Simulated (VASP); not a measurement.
# Al in VASP: further runs

The runs below take Al through single point, with r2SCAN.

Everything below comes from runs of VASP 6.6.1. Logs are shortened: lines on timing, memory, paths and dates and some standing lists are left out, and cuts for length are marked.

## Step 1: The cell of the first run

Symmetry: R-3m, No. 166, trigonal system. Conventional cell: a = 2.902 Å, b = 2.902 Å, c = 6.688 Å, α = 90.00°, β = 90.00°, γ = 120.00°. Within 3.7 Å of Al (site symmetry -3m) lie 12 Al at 2.79 to 2.90 Å.

## Step 2: Single point, r2SCAN

POSCAR

```
Al
1.0
    2.9020758470      0.0000000000      0.0000000000
   -1.4510379235      2.5132714072      0.0000000000
    1.4510379235      0.8377571357      2.2294161529
Al
1
Direct
    0.0000000000      0.0000000000      0.0000000000
```

INCAR.step1

```
  ALGO = Normal
  EDIFF = 1E-4
  ENCUT = 520
  GGA = PE
  ISMEAR = 0
  ISYM = 0
  LASPH = True
  LCHARG = False
  LREAL = False
  LWAVE = True
  NBANDS = 8
  NELM = 100
  PREC = Accurate
  SIGMA = 0.1
```

INCAR.step2

```
  ALGO = Normal
  EDIFF = 1E-6
  ENCUT = 520
  ISIF = 2
  ISMEAR = 0
  ISTART = 1
  ISYM = 0
  LASPH = True
  LCHARG = True
  LELF = True
  LMIXTAU = True
  LREAL = False
  LVHAR = True
  LWAVE = False
  METAGGA = R2SCAN
  NBANDS = 8
  NELM = 100
  PREC = Accurate
  SIGMA = 0.1
```

KPOINTS

```
k-points
0
Gamma
  12 12 15
```

Potentials or basis: VASP PAW PBE potentials, release 64 (Al).

Launch:

```
> cat potpaw_PBE.64/Al/POTCAR > POTCAR
> cp INCAR.step1 INCAR
> mpirun -np 1 vasp_std > vasp.out
> cp INCAR.step2 INCAR
> mpirun -np 1 vasp_std > vasp.out
```

OUTCAR:

```text
EDIFF = 1E-6
   ENCUT = 520
   ISIF = 2
   ISMEAR = 0
   ISTART = 1
   ISYM = 0
   LASPH = True
   LREAL = False
   METAGGA = R2SCAN
   NELM = 100
   PREC = Accurate

 ion  position               nearest neighbor table
   1  0.000  0.000  0.000-

IMPORTANT INFORMATION: All symmetrisations will be switched off!
NOSYMM: (Re-)initialisation of all symmetry stuff for point group C_1.

----------------------------------------------------------------------------------------

                                     Primitive cell

  volume of cell :      16.2607

  direct lattice vectors                    reciprocal lattice vectors
     2.902075847  0.000000000  0.000000000     0.344580932  0.198943894 -0.299031953
    -1.451037923  2.513271407  0.000000000     0.000000000  0.397887788 -0.149515977
     1.451037923  0.837757136  2.229416153     0.000000000  0.000000000  0.448547930

  length of vectors
     2.902075847  2.902075847  2.788842853     0.497729646  0.425052607  0.448547930

  position of ions in fractional coordinates (direct lattice)
     0.000000000  0.000000000  0.000000000

  ion indices of the primitive-cell ions
   primitive index   ion index
                 1           1

----------------------------------------------------------------------------------------

 KPOINTS: k-points

Automatic generation of k-mesh.
 Grid dimensions read from file:
 generate k-points for:   12   12   15

 Generating k-lattice:

  Cartesian coordinates                     Fractional coordinates (reciprocal lattice)
     0.028715078  0.016578658 -0.024919329     0.083333333 -0.000000000 -0.000000000
     0.000000000  0.033157316 -0.012459665     0.000000000  0.083333333  0.000000000
     0.000000000  0.000000000  0.029903195     0.000000000  0.000000000  0.066666667

  Length of vectors
     0.041477471  0.035421051  0.029903195

  Shift w.r.t. Gamma in fractional coordinates (k-lattice)
     0.000000000  0.000000000  0.000000000

 -----------------------------------------------------------------------------
|                                                                             |
|           W    W    AA    RRRRR   N    N  II  N    N   GGGG   !!!           |
|           W    W   A  A   R    R  NN   N  II  NN   N  G    G  !!!           |
|           W    W  A    A  R    R  N N  N  II  N N  N  G       !!!           |
|           W WW W  AAAAAA  RRRRR   N  N N  II  N  N N  G  GGG   !            |
|           WW  WW  A    A  R   R   N   NN  II  N   NN  G    G                |
|           W    W  A    A  R    R  N    N  II  N    N   GGGG   !!!           |
|                                                                             |
|     Your reciprocal lattice and k-lattice belong to different lattice       |
|     classes:                                                                |
|                                                                             |
|        The reciprocal lattice is rhombohedral (trigonal),                   |
|        whereas your k-lattice is base-centered monoclinic.                  |
|                                                                             |
|     Results are often still useful ...                                      |
|                                                                             |
 -----------------------------------------------------------------------------

 WARNING: IBZKPT: internal override: KBLOWUP is changed to .FALSE.
      ... skipping the blow-up phase ...

 Subroutine IBZKPT returns following result:
 ===========================================

 Found   1082 irreducible k-points:

 Following reciprocal coordinates:
            Coordinates               Weight
  0.000000  0.000000  0.000000      1.000000
  0.083333  0.000000 -0.000000      2.000000
  0.166667  0.000000 -0.000000      2.000000
  0.250000  0.000000 -0.000000      2.000000
  0.333333  0.000000  0.000000      2.000000
  0.416667 -0.000000  0.000000      2.000000
[... 16 lines left out ...]
  0.250000  0.166667 -0.000000      2.000000
  0.333333  0.166667 -0.000000      2.000000
 [... further k-points ...]
   k-points           NKPTS =   1082   k-points in BZ     NKDIM =   1082   number of bands    NBANDS=      8
   number of dos      NEDOS =    301   number of ions     NIONS =      1
   total plane-waves  NPLWV =  13824
   dimension x,y,z NGX =    24 NGY =   24 NGZ =   24
   dimension x,y,z NGXF=    48 NGYF=   48 NGZF=   48
   ions per type =               1
   NGX,Y,Z   is equivalent  to a cutoff of  13.75, 13.75, 14.31 a.u.
   NGXF,Y,Z  is equivalent  to a cutoff of  27.50, 27.50, 28.61 a.u.
 SYSTEM =  unknown system
   PREC   = accura    normal or accurate (medium, high low for compatibility)
   ISTART =      1    job   : 0-new  1-cont  2-samecut
   ICHARG =      0    charge: 1-file 2-atom 10-const
   ISPIN  =      1    spin polarized calculation?
   LNONCOLLINEAR =      F non collinear calculations
   LSORBIT =      F    spin-orbit coupling
   LASPH  =      T    aspherical Exc in radial PAW
   ENCUT  =  520.0 eV  38.22 Ry    6.18 a.u.   5.40  5.40  5.19*2*pi/ulx,y,z
   NELM   =    100;   NELMIN=  2; NELMDL=  0     # of ELM steps
   EDIFF  = 0.1E-05   stopping-criterion for ELM
   LREAL  =      F    real-space projection
   EDIFFG = 0.1E-04   stopping-criterion for IOM
   NSW    =      0    number of steps for IOM
   IBRION =     -1    ionic relax: 0-MD 1-quasi-New 2-CG
   NFREE  =      0    steps in history (QN), initial steepest desc. (CG)
   ISIF   =      2    stress and relaxation
   ISYM   =      0    0-nonsym 1-usesym 2-fastsym
   POTIM  = 0.5000    time-step for ionic-motion
   TEBEG  =    0.0;   TEEND  =   0.0 temperature during run
   PSTRESS=    0.0 pullay stress
   NELECT =       3.0000    total number of electrons
   NUPDOWN=      -1.0000    fix difference up-down
   EMIN   =  10.00;   EMAX   =-10.00  energy-range for DOS
   EFERMI =   0.00;   METHOD = LEGACY
   ISMEAR =     0;   SIGMA  =   0.10  broadening in eV -4-tet -1-fermi 0-gaus
   EFERMI_NEDOS =   21; number of points for ismear=-14 and -15
   IALGO  =     38    algorithm
   IMIX   =      4    mixing-type and parameters
     AMIX     =   0.40;   BMIX     =  1.00
     AMIX_MAG =   1.60;   BMIX_MAG =  1.00
  volume/ion in A,a.u.               =      16.26       109.73
  Fermi-wavevector in a.u.,A,eV,Ry     =   0.931970  1.761169 11.817598  0.868569
  Thomas-Fermi vector in A             =   2.058519
   LORBIT       =      0    0 simple, 1 ext, 2 COOP (PROOUT), +10 PAW based schemes
   METAGGA = R2SCAN    functional components
   LHFCALC =     F    Hartree Fock is set to
   AEXX    =    0.0000 exact exchange contribution
   IVDW    =     0    specifies the selected vdW correction
   LEPSILON=     F    determine dielectric tensor
   LRPA    =     F    only Hartree local field effects (RPA)
 non-spin polarized calculation
 Gauss-broadening in eV      SIGMA  =   0.10
  energy-cutoff  :      520.00
  volume of cell :       16.26
 maximum number of plane-waves:       458
 NGX is ok and might be reduce to    24
   NGX = 11   NGY = 11   NGZ = 11

 number of electron       3.0000000 magnetization

 Free energy of the ion-electron system (eV)
  ---------------------------------------------------
  ext. energy  EPLUGINS =         0.00000000
  ---------------------------------------------------
  free energy    TOTEN  =        -6.73449014 eV

  energy without entropy =       -6.73312824  energy(sigma->0) =       -6.73380919

 E-fermi :   8.2218     XC(G=0): -10.9597

 val. band max:        8.2161739098   @ k =   0.3333   0.5000   0.4000
 cond. band min:       8.2463402046   @ k =  -0.1667   0.1667   0.3333
 fundamental gap:      0.0301662948
 Fermi energy:         8.2217523418

 k-point     1 :       0.0000    0.0000    0.0000
  band No.  band energies     occupation
      1      -3.7758      2.00000
      2      20.8881      0.00000
      3      20.8882      0.00000
      4      22.8631      0.00000
      5      22.8632      0.00000
      6      22.8915      0.00000
      7      23.9813      0.00000
      8      26.8708      0.00000

 k-point     2 :       0.0833    0.0000   -0.0000
  band No.  band energies     occupation
      1      -3.5054      2.00000
      2      19.1527      0.00000
      3      19.4152      0.00000
      4      20.8968      0.00000
      5      23.1709      0.00000
      6      25.0126      0.00000
      7      25.6655      0.00000
      8      26.2077      0.00000

 k-point     3 :       0.1667    0.0000   -0.0000
  band No.  band energies     occupation
      1      -2.6971      2.00000
      2      17.1380      0.00000
      3      17.4262      0.00000
      4      18.8080      0.00000
      5      21.5681      0.00000
      6      21.9607      0.00000
      7      28.1976      0.00000
      8      28.7075      0.00000

 k-point     4 :       0.2500    0.0000   -0.0000
  band No.  band energies     occupation
      1      -1.3605      2.00000
      2      15.5353      0.00000
      3      15.7551      0.00000
      4      16.8303      0.00000
      5      17.4143      0.00000
      6      20.5272      0.00000
      7      31.0620      0.00000
      8      31.4600      0.00000

 k-point     5 :       0.3333    0.0000    0.0000
  band No.  band energies     occupation
      1       0.4872      2.00000
      2      12.8583      0.00000
      3      14.3862      0.00000
      4      14.5555      0.00000
      5      16.0290      0.00000
      6      19.3638      0.00000
      7      32.5304      0.00000
      8      34.2677      0.00000
[... 177 lines left out ...]
 k-point    22 :       0.1667    0.1667   -0.0000
  band No.  band energies     occupation
      1      -0.8510      2.00000
      2      10.9063      0.00000
      3      16.9643      0.00000
      4      17.8105      0.00000
      5      19.2531      0.00000
      6      23.1411      0.00000
      7      27.8061      0.00000
      8      29.0833      0.00000

 k-point    23 :       0.2500    0.1667   -0.0000
  band No.  band energies     occupation
      1       0.9900      2.00000
      2       9.6529      0.00000
      3      13.3451      0.00000
      4      16.3289      0.00000
      5      17.8865      0.00000
      6      22.1163      0.00000
      7      29.3643      0.00000
      8      32.2639      0.00000

 k-point    24 :       0.3333    0.1667   -0.0000
  band No.  band energies     occupation
      1       3.2993      2.00000
      2       8.8394      0.00000
      3       9.7388      0.00000
      4      15.7202      0.00000
      5      17.0253      0.00000
      6      21.4602      0.00000
      7      31.2275      0.00000
      8      34.1449      0.00000

 [... further k-points ...]
[... 5 lines left out ...]
  --------------------------------------------------------------------------------------
  -------------------------------------------------------------------------------------
  Total       -0.3723471     -0.3700523      0.2196916     -0.0020070     -0.0031218     -0.0054107
  in kB      -36.6875961    -36.4614851     21.6463505     -0.1977466     -0.3075952     -0.5331225
  external PRESSURE =     -17.1675769 kB  Pullay stress =       0.0000000 kB

 VOLUME and BASIS-vectors are now :
 -----------------------------------------------------------------------------
  energy-cutoff  :      520.00
  volume of cell :       16.26
      direct lattice vectors                 reciprocal lattice vectors
     2.902075847  0.000000000  0.000000000     0.344580932  0.198943894 -0.299031953
    -1.451037923  2.513271407  0.000000000     0.000000000  0.397887788 -0.149515977
     1.451037923  0.837757136  2.229416153     0.000000000  0.000000000  0.448547930

 POSITION                                       TOTAL-FORCE (eV/Angst)
 -----------------------------------------------------------------------------------
      0.00000      0.00000      0.00000        -0.000000     -0.000000      0.000000
 -----------------------------------------------------------------------------------
    total drift:                               -0.000000     -0.000000      0.000000

  FREE ENERGIE OF THE ION-ELECTRON SYSTEM (eV)
  ---------------------------------------------------
  free  energy   TOTEN  =        -6.7344901445 eV

  energy  without entropy=       -6.7331282355  energy(sigma->0) =       -6.73380919
```

It took 4.1 min on 1 thread of Intel Xeon Platinum 8488C (Sapphire Rapids), shared host; peak memory 0.23 GiB.

What came out:

- Free energy: -6.7345 eV
- Pressure: -1.7 GPa
- Band gap on the k mesh: zero (an odd number of electrons rules out a gap without spin polarisation)

Levels at points of the mesh, in eV from the Fermi level:
```
           k point  band 1  band 2  band 3  band 4  band 5  band 6
(0.00, 0.00, 0.00)  -12.00   12.67   12.67   14.64   14.64   14.67
(0.50, 0.00, 0.00)   -3.24   -1.69    5.25    5.32    6.87   10.14
(0.00, 0.50, 0.00)   -5.23   -4.86   11.63   12.46   12.97   13.11
(0.50, 0.50, 0.00)   -5.23   -4.86   11.63   12.46   12.97   13.11
```

Caveat: the stress differs along the axes, from -4 to 2 GPa; the PAW data sets were made with another functional, which shifts forces and pressure a little.

## Step 3: Single point, r2SCAN

This run uses another cell than the first one, of 16.50 Å³/atom.

POSCAR

```
Al
1.0
    2.9020752621     -0.0000003377     -0.0018425017
   -1.4510379235      2.5132714072      0.0000000000
    1.4496220974      0.8369397081      2.2614642465
Al
1
Direct
    0.0000000000      0.0000000000      0.0000000000
```

INCAR.step1

```
PREC = Accurate
ENCUT = 520
ISMEAR = 0
SIGMA = 0.1
LREAL = False
LASPH = True
NELM = 100
ISYM = 0
NBANDS = 8
GGA = PE
ALGO = Normal
EDIFF = 1E-4
LWAVE = True
LCHARG = False
```

INCAR.step2

```
PREC = Accurate
ENCUT = 520
EDIFF = 1E-6
ISMEAR = 0
SIGMA = 0.1
LREAL = False
LASPH = True
NELM = 100
ALGO = Normal
ISIF = 2
LWAVE = False
LCHARG = False
METAGGA = R2SCAN
LMIXTAU = True
ISYM = 0
NBANDS = 8
ISTART = 1
```

KPOINTS

```
regular mesh
0
Gamma
  12 12 15
```

Potentials or basis: VASP PAW PBE potentials, release 64 (Al).

Launch:

```
> cat potpaw_PBE.64/Al/POTCAR > POTCAR
> cp INCAR.step1 INCAR
> mpirun -np 1 vasp_std > vasp.out
> cp INCAR.step2 INCAR
> mpirun -np 1 vasp_std > vasp.out
```

OUTCAR:

```text
PREC = Accurate
   ENCUT = 520
   EDIFF = 1E-6
   ISMEAR = 0
   LREAL = False
   LASPH = True
   NELM = 100
   ISIF = 2
   METAGGA = R2SCAN
   ISYM = 0
   ISTART = 1

 ion  position               nearest neighbor table
   1  0.000  0.000  0.000-

IMPORTANT INFORMATION: All symmetrisations will be switched off!
NOSYMM: (Re-)initialisation of all symmetry stuff for point group C_1.

----------------------------------------------------------------------------------------

                                     Primitive cell

  volume of cell :      16.5034

  direct lattice vectors                    reciprocal lattice vectors
     2.902075262 -0.000000338 -0.001842502     0.344394146  0.198836053 -0.294346972
    -1.451037923  2.513271407  0.000000000    -0.000093393  0.397833867 -0.147173486
     1.449622097  0.836939708  2.261464247     0.000280591  0.000161999  0.441951566

  length of vectors
     2.902075847  2.902075847  2.813555196     0.494755742  0.424183722  0.441951685

  position of ions in fractional coordinates (direct lattice)
     0.000000000  0.000000000  0.000000000

[... 120 lines left out ...]
  free energy    TOTEN  =        -6.73582127 eV

  energy without entropy =       -6.73444550  energy(sigma->0) =       -6.73513339

 E-fermi :   8.0515     XC(G=0): -10.9050

 val. band max:        8.0374628264   @ k =  -0.0833   0.0833  -0.4000
 cond. band min:       8.0629603081   @ k =   0.2500   0.1667   0.4000
 fundamental gap:      0.0254974817
 Fermi energy:         8.0514721054

 k-point     1 :       0.0000    0.0000    0.0000
  band No.  band energies     occupation
      1      -3.8242      2.00000
      2      20.8138      0.00000
      3      20.8282      0.00000
      4      22.3354      0.00000
      5      22.6682      0.00000
      6      22.6967      0.00000
      7      23.7252      0.00000
      8      26.0732      0.00000
[... 243 lines left out ...]
 k-point    24 :       0.1667    0.1667   -0.0000
  band No.  band energies     occupation
      1      -0.9259      2.00000
      2      10.8406      0.00000
      3      16.7706      0.00000
      4      17.4131      0.00000
      5      18.8051      0.00000
      6      22.9825      0.00000
      7      27.4836      0.00000
      8      28.7784      0.00000

 [... further k-points ...]
[... 5 lines left out ...]
  --------------------------------------------------------------------------------------
  -------------------------------------------------------------------------------------
  Total       -0.4654298     -0.4532048     -0.0292397     -0.0106058     -0.0012850     -0.0022289
  in kB      -45.1846973    -43.9978782     -2.8386343     -1.0296298     -0.1247469     -0.2163825
  external PRESSURE =     -30.6737366 kB  Pullay stress =       0.0000000 kB

 VOLUME and BASIS-vectors are now :
 -----------------------------------------------------------------------------
  energy-cutoff  :      520.00
  volume of cell :       16.50
      direct lattice vectors                 reciprocal lattice vectors
     2.902075262 -0.000000338 -0.001842502     0.344394146  0.198836053 -0.294346972
    -1.451037923  2.513271407  0.000000000    -0.000093393  0.397833867 -0.147173486
     1.449622097  0.836939708  2.261464247     0.000280591  0.000161999  0.441951566

 POSITION                                       TOTAL-FORCE (eV/Angst)
 -----------------------------------------------------------------------------------
      0.00000      0.00000      0.00000        -0.000000     -0.000000     -0.000000
 -----------------------------------------------------------------------------------
    total drift:                               -0.000000     -0.000000     -0.000000

  FREE ENERGIE OF THE ION-ELECTRON SYSTEM (eV)
  ---------------------------------------------------
  free  energy   TOTEN  =        -6.7358212746 eV

  energy  without entropy=       -6.7344455037  energy(sigma->0) =       -6.73513339
```

OUTCAR.step1:

```text
PREC = Accurate
   ENCUT = 520
   ISMEAR = 0
   LREAL = False
   LASPH = True
   NELM = 100
[... 442 lines left out ...]

 POSITION                                       TOTAL-FORCE (eV/Angst)
 -----------------------------------------------------------------------------------
      0.00000      0.00000      0.00000         0.000000      0.000000     -0.000000
 -----------------------------------------------------------------------------------
    total drift:                                0.000000      0.000000     -0.000000

  FREE ENERGIE OF THE ION-ELECTRON SYSTEM (eV)
  ---------------------------------------------------
  free  energy   TOTEN  =        -3.7513359894 eV

  energy  without entropy=       -3.7499207398  energy(sigma->0) =       -3.75062836
```

OSZICAR.step1:

```text
N       E                     dE             d eps       ncg     rms          rms(c)
DAV:   1    -0.235754767817E+01   -0.23575E+01   -0.84413E+02 17424   0.202E+02
DAV:   2    -0.376664318458E+01   -0.14091E+01   -0.13679E+01 24152   0.186E+01
DAV:   3    -0.377369561253E+01   -0.70524E-02   -0.70503E-02 22384   0.146E+00
DAV:   4    -0.377371281303E+01   -0.17200E-04   -0.17199E-04 26920   0.642E-02
DAV:   5    -0.377371285029E+01   -0.37256E-07   -0.37635E-07 22552   0.169E-03    0.131E+00
DAV:   6    -0.376078980460E+01    0.12923E-01   -0.16021E-03 22792   0.191E-01    0.761E-01
DAV:   7    -0.375134080908E+01    0.94490E-02   -0.48387E-03 22392   0.311E-01    0.147E-01
DAV:   8    -0.375133598938E+01    0.48197E-05   -0.13799E-05 22936   0.263E-02
   1 F= -.37513360E+01 E0= -.37506284E+01  d E =-.141525E-02
```

Wall time 3.8 min (1 thread of Intel Xeon Platinum 8488C (Sapphire Rapids), shared host); peak memory 0.24 GiB.

Results:

| Item | Value |
| --- | --- |
| Free energy | -6.7358 eV |
| Pressure | -3.1 GPa |
| Band gap on the k mesh | zero (an odd number of electrons rules out a gap without spin polarisation) |

Stress tensor (GPa, compression positive):
```
-4.52 -0.10 -0.02
-0.10 -4.40 -0.01
-0.02 -0.01 -0.28
```

Caveat: the cell stands under tension; the PAW data sets were made with another functional, which shifts forces and pressure a little.

The gap in the log of VASP goes by the Fermi energy; the results here count the filled bands.